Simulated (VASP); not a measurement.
Here is a VASP 6.6.1 calculation.

The input INCAR:

```
ALGO = Normal
EDIFF = 1E-6
ENCUT = 500
GGA = PE
GGA_COMPAT = F
ISIF = 2
ISMEAR = -1
LASPH = T
LCHARG = F
LREAL = F
LWAVE = F
NBANDS = 61
NELM = 120
PREC = Accurate
SIGMA = 0.02
```

The input KPOINTS:

```
k-points
0
Gamma
  4 4 4
```

The input POSCAR:

```
In4Bi3P
1.0
   -3.3773764349      3.3773764349      6.7316122574
    3.3773764349     -3.3773764349      6.7316122574
    3.3773764349      3.3773764349     -6.7316122574
P In Bi
1 4 3
Direct
    0.0000000000      0.0000000000      0.0000000000
    0.6562946658      0.6562946658      0.5458653108
    0.8895706450      0.3437053342      0.0000000000
    0.1104293550      0.1104293550      0.4541346892
    0.3437053342      0.8895706450      0.0000000000
    0.2500000000      0.7500000000      0.5000000000
    0.5000000000      0.5000000000      0.0000000000
    0.7500000000      0.2500000000      0.5000000000
```

Potentials or basis: VASP PAW PBE potentials, release 64 (P, In_d, Bi_d).

Command:

```bash
$ cat potpaw_PBE.64/P/POTCAR potpaw_PBE.64/In_d/POTCAR potpaw_PBE.64/Bi_d/POTCAR > POTCAR
$ mpirun -np 1 vasp_std > vasp.out
```

Q: What does it give for the largest force?

A: 0.007 eV/Å.

Q: What does it give for the band gap on the k mesh?

A: Zero (bands 51 and 52 overlap by 0.05 eV).

Q: Estimate the pressure.

A: -1.8 GPa.

Forces in eV/Å, atoms in the order of the input:
```
P    0.000  0.000  0.000
In   0.005  0.005  0.002
In  -0.005  0.005 -0.002
In  -0.005 -0.005  0.002
In   0.005 -0.005 -0.002
Bi   0.000  0.000  0.000
Bi   0.000  0.000  0.000
Bi   0.000  0.000  0.000
```

Caveat: spin-orbit coupling is left out, which moves the levels of the heavy elements.
